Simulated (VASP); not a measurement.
**Ir: single point with PBE**

The system is Ir.

```
CELL_PARAMETERS angstrom
2.70921 0.00000 0.00000
-1.35461 2.34625 0.00000
0.00000 0.00000 4.40121
ATOMIC_POSITIONS crystal
Ir 0.33333 0.66667 0.25000
Ir 0.66667 0.33333 0.75000
```

This isn't the form of Ir at room conditions, which is fcc.

```yaml
Program: VASP 6.6.1
Task: single point
Functional: PBE
Potentials_or_basis: VASP PAW PBE potentials, release 64 (Ir)
Cutoff: 520 eV
k_mesh: 22 × 22 × 12
Occupations: fermi-dirac, width 0.05 eV
Spin: collinear spin
Starting_moments: "[1.0, 1.0] μB"
```

* Pressure: 16.1 GPa
* Band gap on the k mesh: zero (filled and empty bands overlap)
* Net moment: 0.00 μB per cell
* Valence electrons inside the program's atomic spheres: Ir 8.44

Levels at points of the mesh, in eV from the Fermi level:
Spin up:
```
           k point  band 5  band 6  band 7  band 8  band 9  band 10  band 11  band 12  band 13  band 14
(0.00, 0.00, 0.00)   -3.93   -3.26   -3.26   -2.42   -2.42    -0.88     0.28     0.28     7.17    14.23
(0.50, 0.00, 0.00)   -3.66   -3.52   -3.06    0.74    0.99     1.17     3.01     4.50     8.34    10.38
(0.00, 0.00, 0.50)   -4.05   -4.05   -4.05   -4.05   -0.48    -0.48    -0.48    -0.48    13.63    13.63
(0.50, 0.00, 0.50)   -2.18   -2.18   -1.00   -1.00    1.00     1.00     2.05     2.05     7.81     7.81
```
Spin down:
| k point | band 6 | band 7 | band 8 | band 9 | band 10 | band 11 | band 12 | band 13 |
| --- | --- | --- | --- | --- | --- | --- | --- | --- |
| (0.00, 0.00, 0.00) | -3.26 | -3.26 | -2.42 | -2.42 | -0.88 | 0.28 | 0.28 | 7.17 |
| (0.50, 0.00, 0.00) | -3.52 | -3.06 | 0.74 | 0.99 | 1.17 | 3.01 | 4.50 | 8.34 |
| (0.00, 0.00, 0.50) | -4.05 | -4.05 | -4.05 | -0.48 | -0.48 | -0.48 | -0.48 | 13.63 |
| (0.50, 0.00, 0.50) | -2.18 | -1.00 | -1.00 | 1.00 | 1.00 | 2.05 | 2.05 | 7.81 |

Run time: 7.2 min on 1 thread of Intel Xeon 8259CL (shared host), peak memory 0.38 GiB.

Caveat: the cell stands under pressure; spin-orbit coupling is left out, which moves the levels of the heavy elements.
